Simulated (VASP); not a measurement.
The system is Pt.

```xyz
1
Lattice="0.0000 1.9609 1.9609 1.9609 0.0000 1.9609 1.9609 1.9609 0.0000" Properties=species:S:1:pos:R:3 pbc="T T T"
Pt    0.0000    0.0000    0.0000
```

Base run:

```yaml
Program: VASP 6.6.1
Functional: PBE
Potentials_or_basis: VASP PAW PBE potentials, release 64 (Pt)
Cutoff: 500 eV
k_mesh: 14 × 14 × 14
Occupations: fermi-dirac, width 0.1 eV
Spin: collinear spin
Starting_moments: "[0.3] μB"
Fixed_moment: 0.3 μB
```

Its results: pressure 10.3 GPa; site moments Pt +0.30 μB.

Q: The run is repeated on the same cell with these changes: fixed moment from 0.3 μB to 1.2 μB; moments at the start from [0.3] to [1.2]. What comes out?

A: Pressure 18.8 GPa; site moments Pt +1.17 μB.

Caveats: the cell stands under pressure; the total moment is fixed, so each spin has its own Fermi level.
